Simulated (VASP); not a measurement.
# Ti (P6_3/mmc) in VASP: a series of runs, part 2 of 2

VASP 6.6.1. The steps go on from the part before.

**4. Relaxation of cell and atoms, PBEsol**

This run uses another cell than the first one, of 17.64 Å³/atom, 1.051 times its volume.

Contents of INCAR:

```
SYSTEM = Ti
PREC = Accurate ; ENCUT = 600
EDIFF = 1E-6 ; ISMEAR = 0
SIGMA = 0.1 ; LREAL = .False.
LASPH = .True. ; NELM = 80
ALGO = Fast ; ISIF = 3
LWAVE = .False. ; LCHARG = .False.
GGA = PS ; IBRION = 2
NSW = 100 ; EDIFFG = -0.005
```

Contents of KPOINTS:

```
Automatic mesh
0
Gamma
  18 18 10
  0 0 0
```

Contents of POSCAR:

```
Ti
1.0
    2.9500000000      0.0000000000      0.0000000000
   -1.4750000000      2.5547749412      0.0000000000
    0.0000000000      0.0000000000      4.6800000000
Ti
2
Direct
    0.3333333333      0.6666666667      0.2500000000
    0.6666666667      0.3333333333      0.7500000000
```

Potentials or basis: VASP PAW PBE potentials, release 64 (Ti_sv).

Run with:

```
$ cat potpaw_PBE.64/Ti_sv/POTCAR > POTCAR
$ mpirun -np 1 vasp_std > vasp.out
```

OUTCAR:

```text
SYSTEM = Ti
   PREC = Accurate
   ENCUT = 600
   EDIFF = 1E-6
   ISMEAR = 0
   LREAL = .False.
   LASPH = .True.
   NELM = 80
   ISIF = 3
   GGA = PS
   IBRION = 2
   NSW = 100
   EDIFFG = -0.005

 ion  position               nearest neighbor table
   1  0.333  0.667  0.250-   2 2.89   2 2.89   2 2.89   2 2.89   2 2.89   2 2.89
   2  0.667  0.333  0.750-   1 2.89   1 2.89   1 2.89   1 2.89   1 2.89   1 2.89

  LATTYP: Found a hexagonal cell.
 ALAT       =     2.9500000000
 C/A-ratio  =     1.5864406780

  Lattice vectors:

 A1 = (   2.9500000000,   0.0000000000,   0.0000000000)
 A2 = (  -1.4750000000,   2.5547749412,   0.0000000000)
 A3 = (   0.0000000000,   0.0000000000,   4.6800000000)

Analysis of symmetry for initial positions (statically):
=====================================================================
 Subroutine PRICEL returns:
 Original cell was already a primitive cell.

 Routine SETGRP: Setting up the symmetry group for a
 hexagonal supercell.

 Subroutine GETGRP returns: Found 24 space group operations
 (whereof 12 operations were pure point group operations)
 out of a pool of 24 trial point group operations.

The static configuration has the point symmetry D_3d.
 The point group associated with its full space group is D_6h.

Analysis of symmetry for dynamics (positions and initial velocities):
=====================================================================
 Subroutine PRICEL returns:
 Original cell was already a primitive cell.

 Routine SETGRP: Setting up the symmetry group for a
 hexagonal supercell.

 Subroutine GETGRP returns: Found 24 space group operations
 (whereof 12 operations were pure point group operations)
 out of a pool of 24 trial point group operations.

The dynamic configuration has the point symmetry D_3d.
[... 137 lines left out ...]
 maximum number of plane-waves:      1194
 NGX is ok and might be reduce to    24
   NGX = 11   NGY = 11   NGZ = 19

--------------------------------------- Ionic step        1  -------------------------------------------

 number of electron      23.9999997 magnetization

 Free energy of the ion-electron system (eV)
  ---------------------------------------------------
  ext. energy  EPLUGINS =         0.00000000
  ---------------------------------------------------
  free energy    TOTEN  =       -16.64727597 eV

  energy without entropy =      -16.63753465  energy(sigma->0) =      -16.64240531

------------------------ aborting loop because EDIFF is reached ----------------------------------------

  FORCE on cell =-STRESS in cart. coord.  units (eV):
  Direction    XX          YY          ZZ          XY          YZ          ZX
  --------------------------------------------------------------------------------------
  -------------------------------------------------------------------------------------
  Total       -1.3253523     -1.3253523     -1.4255985      0.0000000     -0.0000000      0.0000000
  in kB      -60.2034553    -60.2034553    -64.7570860      0.0000000     -0.0000000      0.0000000
  external PRESSURE =     -61.7213322 kB  Pullay stress =       0.0000000 kB
[... 89 lines left out ...]
  FREE ENERGIE OF THE ION-ELECTRON SYSTEM (eV)
  ---------------------------------------------------
  free  energy   TOTEN  =       -16.6845112630 eV

  energy  without entropy=      -16.6753464689  energy(sigma->0) =      -16.67992887

[... ionic steps 4 to 12 ...]

--------------------------------------- Ionic step       13  -------------------------------------------

 number of electron      23.9999997 magnetization

------------------------ aborting loop because EDIFF is reached ----------------------------------------
[... 67 lines left out ...]
--------------------------------------- Ionic step       15  -------------------------------------------

 number of electron      23.9999997 magnetization

 Free energy of the ion-electron system (eV)
  ---------------------------------------------------
  ext. energy  EPLUGINS =         0.00000000
  ---------------------------------------------------
  free energy    TOTEN  =       -16.68453248 eV

  energy without entropy =      -16.67536505  energy(sigma->0) =      -16.67994876

 E-fermi :   8.6483     XC(G=0): -11.8296

 val. band max:        8.6351187010   @ k =   0.0000   0.0000   0.4000
 cond. band min:       8.6554819647   @ k =   0.2778   0.2778   0.4000
 fundamental gap:      0.0203632637
 Fermi energy:         8.6483329555

 k-point     1 :       0.0000    0.0000    0.0000
  band No.  band energies     occupation
      1     -47.9224      2.00000
      2     -47.7579      2.00000
      3     -24.6647      2.00000
      4     -23.9265      2.00000
      5     -23.9265      2.00000
      6     -23.8459      2.00000
[... 433 lines left out ...]
      3     -24.4404      2.00000
      4     -24.3114      2.00000
      5     -24.3034      2.00000
      6     -24.1183      2.00000
[... 8 lines left out ...]
     15       9.8648      0.00000
     16      11.9230      0.00000

 [... further k-points ...]
[... 5 lines left out ...]
  --------------------------------------------------------------------------------------
  -------------------------------------------------------------------------------------
  Total        0.0071513      0.0071513     -0.0053917     -0.0000000     -0.0000000      0.0000000
  in kB        0.3434295      0.3434295     -0.2589285     -0.0000000     -0.0000000      0.0000000
  external PRESSURE =       0.1426435 kB  Pullay stress =       0.0000000 kB
[... 17 lines left out ...]
  FREE ENERGIE OF THE ION-ELECTRON SYSTEM (eV)
  ---------------------------------------------------
  free  energy   TOTEN  =       -16.6845324750 eV

  energy  without entropy=      -16.6753650462  energy(sigma->0) =      -16.67994876

 reached required accuracy - stopping structural energy minimisation
```

OSZICAR:

```text
N       E                     dE             d eps       ncg     rms          rms(c)
DAV:   1     0.259668890854E+03    0.25967E+03   -0.14650E+04  7104   0.204E+03
DAV:   2     0.100771643688E+02   -0.24959E+03   -0.24823E+03  7336   0.518E+02
[... 318 lines left out ...]
  14 F= -.16684529E+02 E0= -.16679947E+02  d E =-.332223E-04
       N       E                     dE             d eps       ncg     rms          rms(c)
DAV:   1    -0.166845443357E+02   -0.14825E-04   -0.71733E-04  7520   0.390E-01    0.257E-02
RMM:   2    -0.166845355490E+02    0.87867E-05   -0.31900E-05  8016   0.669E-02    0.127E-02
RMM:   3    -0.166845323443E+02    0.32047E-05   -0.78884E-06  7083   0.295E-02    0.133E-03
RMM:   4    -0.166845324750E+02   -0.13072E-06   -0.22226E-06  5581   0.130E-02
  15 F= -.16684532E+02 E0= -.16679949E+02  d E =-.310949E-05
```

CONTCAR:

```text
Ti
   1.00000000000000
     2.8976611599485564   -0.0000000000000000   -0.0000000000000000
    -1.4488305799742782    2.5094481761089256    0.0000000000000000
    -0.0000000000000000   -0.0000000000000000    4.5880765951221649
  Ti
     2
Direct
     0.3333333332999970    0.6666666667000030    0.2500000000000000
     0.6666666667000030    0.3333333332999970    0.7500000000000000

  0.00000000E+00  0.00000000E+00  0.00000000E+00
  0.00000000E+00  0.00000000E+00  0.00000000E+00
```

Run time: 16 min. Hardware: 1 thread of Intel Xeon 6975P-C (Granite Rapids), shared host; peak memory 0.31 GiB.

Results:

- Free energy: -16.6845 eV
- Relaxed volume: 16.68 Å³/atom
- Relaxed cell: a = 2.898 Å, b = 2.898 Å, c = 4.588 Å, α = 90.00°, β = 90.00°, γ = 120.00°
- Space group after relaxing (to 0.05 Å): P6_3/mmc (No. 194)
- Energy gained by relaxing: 18.6 meV/atom
- Ionic steps: 15
- Pressure after relaxing: 0.0 GPa
- Band gap on the k mesh: zero (band 12 reaches 9.43 eV, above the bottom of band 13 at 8.32 eV)

The path:
```tsv
step	energy change (eV)	largest force (eV/Å)	pressure (GPa)	volume (Å³)
1	0.0000	0.0000	-6.17	35.27
2	-0.0123	0.0000	5.67	31.92
3	-0.0372	0.0000	-0.02	33.39
4	-0.0372	0.0000	-0.03	33.35
5	-0.0311	0.0000	2.55	32.63
6	-0.0372	0.0000	0.27	33.32
7	-0.0372	0.0000	-0.24	33.44
8	-0.0373	0.0000	-0.11	33.36
9	-0.0372	0.0000	0.00	33.35
10	-0.0373	0.0000	0.03	33.35
11	-0.0373	0.0000	0.07	33.36
12	-0.0373	0.0000	0.02	33.36
13	-0.0373	0.0000	0.04	33.36
14	-0.0373	0.0000	0.03	33.36
15	-0.0373	0.0000	0.01	33.36
```

Final structure:
```
CELL_PARAMETERS angstrom
2.89766 0.00000 0.00000
-1.44883 2.50945 0.00000
0.00000 0.00000 4.58808
ATOMIC_POSITIONS crystal
Ti 0.33333 0.66667 0.25000
Ti 0.66667 0.33333 0.75000
```

Levels at points of the mesh, in eV from the Fermi level:
| k point | band 9 | band 10 | band 11 | band 12 | band 13 | band 14 | band 15 | band 16 |
| --- | --- | --- | --- | --- | --- | --- | --- | --- |
| (0.00, 0.00, 0.00) | -6.31 | -2.80 | 0.79 | 0.79 | 0.89 | 0.91 | 1.32 | 1.32 |
| (0.50, 0.00, 0.00) | -2.41 | -2.29 | -1.97 | -0.58 | 0.47 | 0.65 | 1.23 | 3.52 |
| (0.00, 0.00, 0.50) | -4.40 | -4.40 | 0.08 | 0.08 | 0.68 | 0.68 | 0.68 | 0.68 |
| (0.50, 0.00, 0.50) | -2.67 | -2.67 | -0.87 | -0.87 | 1.44 | 1.44 | 1.79 | 1.79 |

Caveat: the PAW data sets were made with another functional, which shifts forces and pressure a little.

**5. The runs side by side**

| task | cell | cutoff (eV) | smearing | gap on the mesh (eV) | pressure (GPa) | relaxed volume (Å³/atom) |
| --- | --- | --- | --- | --- | --- | --- |
| single point | a = 2.902, b = 2.902, c = 4.602 Å, angles 90.0, 90.0, 120.0°, 2 atoms | 520 | fermi-dirac 0.15 eV | none | -0.3 | - |
| relaxation of cell and atoms | relaxed from a = 2.900, b = 2.900, c = 4.591 Å, angles 90.0, 90.0, 120.0°, 2 atoms | 600 | fermi-dirac 0.15 eV | none | 0.0 | 16.75 |
| relaxation of cell and atoms | relaxed from a = 2.950, b = 2.950, c = 4.680 Å, angles 90.0, 90.0, 120.0°, 2 atoms | 600 | gaussian 0.1 eV | none | 0.0 | 16.68 |

Alike in all rows: level PBEsol; potentials or basis VASP PAW PBE potentials, release 64 (Ti_sv); no spin polarisation; k mesh 18 × 18 × 10.

Caveats: the PAW data sets were made with another functional, which shifts forces and pressure a little.

Absolute energies hang on the potentials; compare differences alone.
